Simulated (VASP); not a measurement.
A run of VASP 6.6.1 is set up as follows.

INCAR

```
SYSTEM = Pt16S
PREC = Accurate
ENCUT = 400
EDIFF = 1E-6
ISMEAR = 1
SIGMA = 0.1
LREAL = .FALSE.
LASPH = .TRUE.
NELM = 120
ALGO = Normal
ISIF = 2
LWAVE = .FALSE.
LCHARG = .TRUE.
GGA = PE
IVDW = 12
LELF = .TRUE.
LVHAR = .TRUE.
NBANDS = 97
GGA_COMPAT = .FALSE.
NELMDL = -8
```

Contents of KPOINTS:

```
Automatic mesh
0
G
  2 2 1
  0 0 0
```

The input POSCAR:

```
Pt16S
1.0
    5.5437171645      0.0000000000      0.0000000000
    2.7718585823      4.8009998959      0.0000000000
    0.0000000000      0.0000000000     23.2896391657
Pt S
16 1
Direct
    0.0000000000      0.0000000000      0.1073438700
    0.5000000000      0.0000000000      0.1073438700
    0.0000000000      0.5000000000      0.1073438700
    0.5000000000      0.5000000000      0.1073438700
    0.1666666700      0.1666666700      0.2045206900
    0.6666666700      0.1666666700      0.2045206900
    0.1666666700      0.6666666700      0.2045206900
    0.6666666700      0.6666666700      0.2045206900
    0.8347360800      0.3325449700      0.3013699200
    0.3323636500      0.3325620600      0.3013853800
    0.8330788600      0.8333359400      0.3057173500
    0.3323499000      0.8349256100      0.3013563900
   -0.0060217100     -0.0056429200      0.4037808600
    0.5111211400     -0.0055600900      0.4038796600
   -0.0058980100      0.5113989600      0.4039512100
    0.4996828300      0.5001384300      0.3972455300
    0.1663686300      0.1661459100      0.4701436800
```

Potentials or basis: VASP PAW PBE potentials, release 64 (Pt, S).

Launch:

```bash
$ cat potpaw_PBE.64/Pt/POTCAR potpaw_PBE.64/S/POTCAR > POTCAR
$ mpirun -np 1 vasp_std > vasp.out
```

(1) What does it give for the dispersion energy per atom?

(2) Predict the largest force.

(3) What does it give for the band gap on the k mesh?

Answers

(1) -0.572 eV.

(2) 1.146 eV/Å.

(3) zero (bands 83 and 84 overlap by 0.17 eV).

Caveat: the k points lie up to 0.65 Å⁻¹ apart; spin-orbit coupling is left out, which moves the levels of the heavy elements.
